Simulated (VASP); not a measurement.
Wanted: the native input for a VASP 6.6.1 run.

```yaml
Task: single point
Functional: LDA
Potentials_or_basis: VASP PAW LDA potentials, release 64 (Ge_d)
Cutoff: 520 eV
k_mesh: 14 × 14 × 14
Occupations: gaussian, width 0.15 eV
Spin: no spin polarisation
Dipole_correction: no
Further_INCAR_settings: ALGO = Normal; EDIFF = 1e-06; NBANDS = 21
```

The structure of Ge lies in POSCAR:

```
Ge
1.0
    0.0000000000      2.8434572514      2.7452228512
    2.8434572514      0.0000000000      2.7452228512
    2.8434572514      2.8434572514      0.0000000000
Ge
2
Direct
    0.5000000000      0.5000000000      0.5000000000
    0.7500000000      0.7500000000      0.7500000000
```

This cell differs from its parent crystal: the cell strained.

One way to write it, as run:

INCAR

```
SYSTEM = Ge
PREC = Accurate
ENCUT = 520
EDIFF = 1E-6
ISMEAR = 0
SIGMA = 0.15
LREAL = .False.
LASPH = .True.
NELM = 100
ALGO = Normal
ISIF = 2
LWAVE = .False.
LCHARG = .False.
NBANDS = 21
```

KPOINTS

```
Automatic mesh
0
Gamma
  14 14 14
  0 0 0
```

Potentials or basis: VASP PAW LDA potentials, release 64 (Ge_d).

The run is started by

```sh
$ cat potpaw_LDA.64/Ge_d/POTCAR > POTCAR
$ mpirun -np 1 vasp_std > vasp.out
```

It gave:

```yaml
Pressure: 0.3 GPa
Band_gap_on_the_k_mesh: 0.08 eV (least direct gap 0.15 eV)
```

Caveat: the cell differs from its parent crystal (the cell strained).

It took 120 s on 1 thread of Intel(R) Xeon(R) Platinum 8488C (Sapphire Rapids), on a shared host, peak memory 0.28 GiB.
